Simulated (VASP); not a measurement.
# Al (I4/mmm) in VASP: further runs

Al is run at these levels: PBEsol+D3(BJ); tasks: single point.

All numbers are computed with VASP 6.6.1; they aren't measurements. Logs are shortened: lines on timing, memory, paths and dates and some standing lists are left out, and cuts for length are marked.

## (1) The cell of the first run

Symmetry: I4/mmm, No. 139, tetragonal system. Conventional cell: a = 2.905 Å, b = 2.905 Å, c = 3.927 Å, α = 90.00°, β = 90.00°, γ = 90.00°. Within 3.7 Å of Al (site symmetry 4/mmm) lie 12 Al at 2.84 to 2.91 Å.

## (2) Single point, PBEsol+D3(BJ) (strain +0.015 along x and y, -0.030 along z)

File INCAR:

```
SYSTEM = Al
ALGO = Normal ; EDIFF = 1E-6
ENCUT = 520 ; GGA = PS
ISIF = 2 ; ISMEAR = 0
IVDW = 12 ; LASPH = .TRUE.
LCHARG = .FALSE. ; LREAL = .FALSE.
LWAVE = .FALSE. ; NBANDS = 8
NELM = 100 ; PREC = Accurate
SIGMA = 0.15
```

File KPOINTS:

```
k-points
0
G
  20 20 20
  0 0 0
```

File POSCAR:

```
Al
1.0
    0.0000000000      2.0543397000      1.9632606000
    2.0543397000      0.0000000000      1.9632606000
    2.0543397000      2.0543397000      0.0000000000
Al
1
Direct
    0.0000000000      0.0000000000      0.0000000000
```

Potentials or basis: VASP PAW PBE potentials, release 64 (Al).

The run is started by

```console
> cat potpaw_PBE.64/Al/POTCAR > POTCAR
> mpirun -np 1 vasp_std > vasp.out
```

OUTCAR:

```text
SYSTEM = Al
   EDIFF = 1E-6
   ENCUT = 520
   GGA = PS
   ISIF = 2
   ISMEAR = 0
   IVDW = 12
   LASPH = .TRUE.
   LREAL = .FALSE.
   NELM = 100
   PREC = Accurate
 IVDW          = 12

 ion  position               nearest neighbor table
   1  0.000  0.000  0.000-

  LATTYP: Found a body centered tetragonal cell.
 ALAT       =     2.9052750655
 C/A-ratio  =     1.3515144389

  Lattice vectors:

 A1 = (   0.0000000000,  -2.0543397000,  -1.9632606000)
 A2 = (   0.0000000000,   2.0543397000,  -1.9632606000)
 A3 = (   2.0543397000,   0.0000000000,   1.9632606000)

Analysis of symmetry for initial positions (statically):
=====================================================================
 Subroutine PRICEL returns:
 Original cell was already a primitive cell.

 Routine SETGRP: Setting up the symmetry group for a
 body centered tetragonal supercell.

 Subroutine GETGRP returns: Found 16 space group operations
 (whereof 16 operations were pure point group operations)
 out of a pool of 16 trial point group operations.

The static configuration has the point symmetry D_4h.

Analysis of symmetry for dynamics (positions and initial velocities):
=====================================================================
 Subroutine PRICEL returns:
 Original cell was already a primitive cell.

 Routine SETGRP: Setting up the symmetry group for a
 body centered tetragonal supercell.

 Subroutine GETGRP returns: Found 16 space group operations
 (whereof 16 operations were pure point group operations)
 out of a pool of 16 trial point group operations.

The dynamic configuration has the point symmetry D_4h.

 Subroutine INISYM returns: Found 16 space group operations
 (whereof 16 operations are pure point group operations),
 and found     1 'primitive' translations

----------------------------------------------------------------------------------------

                                     Primitive cell

  volume of cell :      16.5711

  direct lattice vectors                    reciprocal lattice vectors
     0.000000000  2.054339700  1.963260600    -0.243387206  0.243387206  0.254678365
     2.054339700  0.000000000  1.963260600     0.243387206 -0.243387206  0.254678365
     2.054339700  2.054339700  0.000000000     0.243387206  0.243387206 -0.254678365

  length of vectors
     2.841602327  2.841602327  2.905275065     0.428177223  0.428177223  0.428177223

  position of ions in fractional coordinates (direct lattice)
     0.000000000  0.000000000  0.000000000

  ion indices of the primitive-cell ions
   primitive index   ion index
                 1           1

----------------------------------------------------------------------------------------

 KPOINTS: k-points

Automatic generation of k-mesh.
 Grid dimensions read from file:
 generate k-points for:   20   20   20

 Generating k-lattice:

  Cartesian coordinates                     Fractional coordinates (reciprocal lattice)
    -0.012169360  0.012169360  0.012733918     0.050000000 -0.000000000  0.000000000
     0.012169360 -0.012169360  0.012733918    -0.000000000  0.050000000  0.000000000
     0.012169360  0.012169360 -0.012733918     0.000000000  0.000000000  0.050000000

  Length of vectors
     0.021408861  0.021408861  0.021408861

  Shift w.r.t. Gamma in fractional coordinates (k-lattice)
     0.000000000  0.000000000  0.000000000

 Subroutine IBZKPT returns following result:
 ===========================================

 Found    641 irreducible k-points:

 Following reciprocal coordinates:
            Coordinates               Weight
  0.000000  0.000000  0.000000      1.000000
  0.050000  0.000000  0.000000      8.000000
  0.100000 -0.000000  0.000000      8.000000
  0.150000 -0.000000  0.000000      8.000000
  0.200000 -0.000000  0.000000      8.000000
  0.250000  0.000000  0.000000      8.000000
[... 16 lines left out ...]
 -0.400000  0.050000  0.000000      8.000000
 -0.350000  0.050000  0.000000      8.000000
 [... further k-points ...]
   k-points           NKPTS =    641   k-points in BZ     NKDIM =    641   number of bands    NBANDS=      8
   number of dos      NEDOS =    301   number of ions     NIONS =      1
   total plane-waves  NPLWV =  13824
   dimension x,y,z NGX =    24 NGY =   24 NGZ =   24
   dimension x,y,z NGXF=    48 NGYF=   48 NGZF=   48
   ions per type =               1
   NGX,Y,Z   is equivalent  to a cutoff of  14.04, 14.04, 13.73 a.u.
   NGXF,Y,Z  is equivalent  to a cutoff of  28.08, 28.08, 27.47 a.u.
 SYSTEM =  Al
   PREC   = accura    normal or accurate (medium, high low for compatibility)
   ISTART =      0    job   : 0-new  1-cont  2-samecut
   ICHARG =      2    charge: 1-file 2-atom 10-const
   ISPIN  =      1    spin polarized calculation?
   LNONCOLLINEAR =      F non collinear calculations
   LSORBIT =      F    spin-orbit coupling
   LASPH  =      T    aspherical Exc in radial PAW
   ENCUT  =  520.0 eV  38.22 Ry    6.18 a.u.   5.28  5.28  5.40*2*pi/ulx,y,z
   NELM   =    100;   NELMIN=  2; NELMDL= -5     # of ELM steps
   EDIFF  = 0.1E-05   stopping-criterion for ELM
   LREAL  =      F    real-space projection
   EDIFFG = 0.1E-04   stopping-criterion for IOM
   NSW    =      0    number of steps for IOM
   IBRION =     -1    ionic relax: 0-MD 1-quasi-New 2-CG
   NFREE  =      0    steps in history (QN), initial steepest desc. (CG)
   ISIF   =      2    stress and relaxation
   ISYM   =      2    0-nonsym 1-usesym 2-fastsym
   POTIM  = 0.5000    time-step for ionic-motion
   TEBEG  =    0.0;   TEEND  =   0.0 temperature during run
   PSTRESS=    0.0 pullay stress
   NELECT =       3.0000    total number of electrons
   NUPDOWN=      -1.0000    fix difference up-down
   EMIN   =  10.00;   EMAX   =-10.00  energy-range for DOS
   EFERMI =   0.00;   METHOD = LEGACY
   ISMEAR =     0;   SIGMA  =   0.15  broadening in eV -4-tet -1-fermi 0-gaus
   EFERMI_NEDOS =   21; number of points for ismear=-14 and -15
   IALGO  =     38    algorithm
   IMIX   =      4    mixing-type and parameters
     AMIX     =   0.40;   BMIX     =  1.00
     AMIX_MAG =   1.60;   BMIX_MAG =  1.00
  volume/ion in A,a.u.               =      16.57       111.83
  Fermi-wavevector in a.u.,A,eV,Ry     =   0.926114  1.750102 11.669541  0.857687
  Thomas-Fermi vector in A             =   2.052041
   LORBIT       =      0    0 simple, 1 ext, 2 COOP (PROOUT), +10 PAW based schemes
   GGA     = PS    functional components
   LHFCALC =     F    Hartree Fock is set to
   AEXX    =    0.0000 exact exchange contribution
   IVDW    =    12    specifies the selected vdW correction
   LEPSILON=     F    determine dielectric tensor
   LRPA    =     F    only Hartree local field effects (RPA)
 non-spin polarized calculation
 Gauss-broadening in eV      SIGMA  =   0.15
  energy-cutoff  :      520.00
  volume of cell :       16.57
 maximum number of plane-waves:       463
 NGX is ok and might be reduce to    24
   NGX = 11   NGY = 11   NGZ = 11

 number of electron       3.0000000 magnetization

 Free energy of the ion-electron system (eV)
  ---------------------------------------------------
  ext. energy  EPLUGINS =         0.00000000
  ---------------------------------------------------
  free energy    TOTEN  =        -4.08971242 eV

  energy without entropy =       -4.08572324  energy(sigma->0) =       -4.08771783

 E-fermi :   7.9146     XC(G=0): -10.2413

 val. band max:        7.8953876878   @ k =  -0.2500   0.2500   0.5000
 cond. band min:       7.9209283869   @ k =   0.4000   0.1000   0.0500
 fundamental gap:      0.0255406992
 Fermi energy:         7.9145886453

 k-point     1 :       0.0000    0.0000    0.0000
  band No.  band energies     occupation
      1      -3.1950      2.00000
      2      20.3435      0.00000
      3      20.3435      0.00000
      4      20.8210      0.00000
      5      21.8527      0.00000
      6      21.9977      0.00000
      7      21.9977      0.00000
      8      24.3895      0.00000

 k-point     2 :       0.0500    0.0000    0.0000
  band No.  band energies     occupation
      1      -3.1272      2.00000
      2      19.1686      0.00000
      3      20.0729      0.00000
      4      20.4181      0.00000
      5      22.2457      0.00000
      6      22.3668      0.00000
      7      22.5253      0.00000
      8      25.1043      0.00000

 k-point     3 :       0.1000   -0.0000    0.0000
  band No.  band energies     occupation
      1      -2.9239      2.00000
      2      17.2103      0.00000
      3      19.5852      0.00000
      4      19.9579      0.00000
      5      22.6255      0.00000
      6      23.0280      0.00000
      7      23.1060      0.00000
      8      25.1749      0.00000

 k-point     4 :       0.1500   -0.0000    0.0000
  band No.  band energies     occupation
      1      -2.5857      2.00000
      2      15.1980      0.00000
      3      19.1236      0.00000
      4      19.5600      0.00000
      5      22.5207      0.00000
      6      23.4711      0.00000
      7      23.8318      0.00000
      8      24.8190      0.00000

 k-point     5 :       0.2000   -0.0000    0.0000
  band No.  band energies     occupation
      1      -2.1137      2.00000
      2      13.2315      0.00000
      3      18.7472      0.00000
      4      19.2563      0.00000
      5      22.3712      0.00000
      6      22.7550      0.00000
      7      23.8753      0.00000
      8      25.4567      0.00000
[... 177 lines left out ...]
 k-point    22 :      -0.4500    0.0500    0.0000
  band No.  band energies     occupation
      1       2.6029      2.00000
      2       4.4500      2.00000
      3      18.0199      0.00000
      4      18.3426      0.00000
      5      19.6868      0.00000
      6      19.7635      0.00000
      7      23.0347      0.00000
      8      24.9795      0.00000

 k-point    23 :      -0.4000    0.0500    0.0000
  band No.  band energies     occupation
      1       1.4550      2.00000
      2       5.8846      2.00000
      3      18.0163      0.00000
      4      18.4975      0.00000
      5      19.4860      0.00000
      6      20.2760      0.00000
      7      22.7575      0.00000
      8      25.6141      0.00000

 k-point    24 :      -0.3500    0.0500    0.0000
  band No.  band energies     occupation
      1       0.4282      2.00000
      2       7.4347      1.99999
      3      17.8042      0.00000
      4      19.0646      0.00000
      5      19.4222      0.00000
      6      20.8987      0.00000
      7      22.5979      0.00000
      8      26.3386      0.00000

 [... further k-points ...]

------------------------ aborting loop because EDIFF is reached ----------------------------------------

 Edisp (eV)   -0.31603

 E8    (eV) :    -0.2128

  FORCE on cell =-STRESS in cart. coord.  units (eV):
  Direction    XX          YY          ZZ          XY          YZ          ZX
  --------------------------------------------------------------------------------------
  -------------------------------------------------------------------------------------
  Total      -0.57023    -0.57023    -0.34911     0.00000    -0.00000     0.00000
  in kB     -55.13225   -55.13225   -33.75373     0.00000    -0.00000     0.00000
  external pressure =      -48.01 kB  Pullay stress =        0.00 kB

 VOLUME and BASIS-vectors are now :
 -----------------------------------------------------------------------------
  energy-cutoff  :      520.00
  volume of cell :       16.57
      direct lattice vectors                 reciprocal lattice vectors
     0.000000000  2.054339700  1.963260600    -0.243387206  0.243387206  0.254678365
     2.054339700  0.000000000  1.963260600     0.243387206 -0.243387206  0.254678365
     2.054339700  2.054339700  0.000000000     0.243387206  0.243387206 -0.254678365

 POSITION                                       TOTAL-FORCE (eV/Angst)
 -----------------------------------------------------------------------------------
      0.00000      0.00000      0.00000         0.000000      0.000000      0.000000
 -----------------------------------------------------------------------------------
    total drift:                               -0.000000      0.000000      0.000000

  FREE ENERGIE OF THE ION-ELECTRON SYSTEM (eV)
  ---------------------------------------------------
  free  energy   TOTEN  =        -4.4057452762 eV

  energy  without entropy=       -4.4017560931  energy(sigma->0) =       -4.40375068
```

It took 18 s on 1 thread of Intel Xeon 6975P-C (Granite Rapids), shared host; peak memory 0.2 GiB.

Results:

| Item | Value |
| --- | --- |
| Free energy | -4.4057 eV |
| Pressure | -4.8 GPa |
| Dispersion energy per atom | -0.316 eV |

Stress tensor (GPa, compression positive):
```
-5.51  0.00  0.00
 0.00 -5.51  0.00
 0.00  0.00 -3.38
```

Levels at points of the mesh, in eV from the Fermi level:
| k point | band 1 | band 2 | band 3 | band 4 | band 5 | band 6 |
| --- | --- | --- | --- | --- | --- | --- |
| (0.00, 0.00, 0.00) | -11.11 | 12.43 | 12.43 | 12.91 | 13.94 | 14.08 |
| (0.50, 0.00, 0.00) | -4.58 | -4.37 | 10.80 | 10.91 | 11.73 | 11.83 |
| (0.50, 0.50, 0.00) | -2.46 | -0.99 | 4.90 | 5.01 | 5.01 | 8.45 |
| (0.50, 0.00, 0.50) | -3.13 | -1.92 | 5.44 | 5.70 | 6.01 | 9.29 |

Caveat: the cell differs from its parent crystal (strain +0.015 along x and y, -0.030 along z); the PAW data sets were made with another functional, which shifts forces and pressure a little; pairwise dispersion overbinds metals, which lowers pressure and volume.

## (3) Single point, PBEsol+D3(BJ) (strain +0.030 along x and y, -0.030 along z)

File INCAR:

```
PREC = Accurate
ENCUT = 520
EDIFF = 1E-6
ISMEAR = 0
SIGMA = 0.15
LREAL = F
LASPH = T
NELM = 80
ALGO = Fast
ISIF = 2
LWAVE = F
LCHARG = F
GGA = PS
IVDW = 12
NBANDS = 8
```

File KPOINTS:

```
Automatic mesh
0
Gamma
  20 20 20
```

File POSCAR:

```
Al
1.0
    0.0000000000      2.0846994000      1.9632606000
    2.0846994000      0.0000000000      1.9632606000
    2.0846994000      2.0846994000      0.0000000000
Al
1
Direct
    0.0000000000      0.0000000000      0.0000000000
```

Potentials or basis: VASP PAW PBE potentials, release 64 (Al).

The run is started by

```console
> cat potpaw_PBE.64/Al/POTCAR > POTCAR
> mpirun -np 1 vasp_std > vasp.out
```

Run time: 23 s. Hardware: 1 thread of Intel Xeon 6975P-C (Granite Rapids), shared host; peak memory 0.2 GiB.

The run converged. Its results:

```yaml
Free_energy: -4.3855 eV
Pressure: -6.6 GPa
Dispersion_energy_per_atom: -0.307 eV
```

Stress tensor (GPa, compression positive):
```
-7.53  0.00  0.00
 0.00 -7.53  0.00
 0.00  0.00 -4.75
```

Levels at points of the mesh, in eV from the Fermi level:
```tsv
k point	band 1	band 2	band 3	band 4	band 5
(0.00, 0.00, 0.00)	-10.90	12.25	12.25	12.87	13.55
(0.50, 0.00, 0.00)	-4.45	-4.32	10.36	10.64	11.49
(0.50, 0.50, 0.00)	-2.24	-0.78	4.73	4.73	4.80
(0.50, 0.00, 0.50)	-3.11	-2.01	5.51	5.63	6.02
```

Caveat: the cell differs from its parent crystal (strain +0.030 along x and y, -0.030 along z); the PAW data sets were made with another functional, which shifts forces and pressure a little; pairwise dispersion overbinds metals, which lowers pressure and volume.

## (4) Single point, PBEsol+D3(BJ) (strain +0.030 along x and y, -0.015 along z)

File INCAR:

```
PREC     = Accurate       # precision mode
ENCUT    = 520            # plane-wave cutoff, eV
EDIFF    = 1E-7           # SCF threshold, eV
ISMEAR   = 0              # smearing method
SIGMA    = 0.15           # smearing width, eV
LREAL    = F              # projectors in reciprocal space
LASPH    = T              # aspherical terms in the spheres
NELM     = 80             # most SCF steps
ALGO     = Normal         # electronic algorithm
ISIF     = 2              # what is computed and relaxed
LWAVE    = F              # write WAVECAR
LCHARG   = F              # write CHGCAR
GGA      = PS             # functional
IVDW     = 12             # dispersion correction
NBANDS   = 8              # bands
```

File KPOINTS:

```
regular mesh
0
Gamma
  20 20 20
```

File POSCAR:

```
Al
1.0
    0.0000000000      2.0846994000      1.9936203000
    2.0846994000      0.0000000000      1.9936203000
    2.0846994000      2.0846994000      0.0000000000
Al
1
Direct
    0.0000000000      0.0000000000      0.0000000000
```

The run is started by

```console
> cat potpaw_PBE.64/Al/POTCAR > POTCAR
> mpirun -np 1 vasp_std > vasp.out
```

Run time: 23 s. Hardware: 1 thread of Intel Xeon 6975P-C (Granite Rapids), shared host; peak memory 0.2 GiB.

The run converged. Its results:

| Item | Value |
| --- | --- |
| Free energy | -4.3764 eV |
| Pressure | -7.5 GPa |
| Dispersion energy per atom | -0.302 eV |

Stress tensor (GPa, compression positive):
```
-8.12  0.00  0.00
 0.00 -8.12  0.00
 0.00  0.00 -6.38
```

Levels at points of the mesh, in eV from the Fermi level:
```csv
k point,band 1,band 2,band 3,band 4,band 5,band 6
"(0.00, 0.00, 0.00)",-10.81,12.19,12.19,12.65,13.37,13.50
"(0.50, 0.00, 0.00)",-4.41,-4.32,10.36,10.73,11.26,11.59
"(0.50, 0.50, 0.00)",-2.38,-1.01,4.83,4.83,4.90,8.05
"(0.50, 0.00, 0.50)",-3.02,-1.92,5.42,5.48,5.78,8.88
```

Caveat: the cell differs from its parent crystal (strain +0.030 along x and y, -0.015 along z); the PAW data sets were made with another functional, which shifts forces and pressure a little; pairwise dispersion overbinds metals, which lowers pressure and volume.

## (5) Summary

| cell | gap on the mesh (eV) | pressure (GPa) |
| --- | --- | --- |
| a = 2.842, b = 2.842, c = 2.905 Å, angles 59.3, 59.3, 61.5°, 1 atom | none | -4.8 |
| a = 2.864, b = 2.864, c = 2.948 Å, angles 59.0, 59.0, 62.0°, 1 atom | none | -6.6 |
| a = 2.885, b = 2.885, c = 2.948 Å, angles 59.3, 59.3, 61.5°, 1 atom | none | -7.5 |

Alike in all rows: task single point; level PBEsol+D3(BJ); potentials or basis VASP PAW PBE potentials, release 64 (Al); no spin polarisation; k mesh 20 × 20 × 20; cutoff (eV) 520; smearing gaussian 0.15 eV.

Caveats: the PAW data sets were made with another functional, which shifts forces and pressure a little; pairwise dispersion overbinds metals, which lowers pressure and volume.

Total energies depend on the potentials used, so only differences within one code and one set of settings carry meaning.
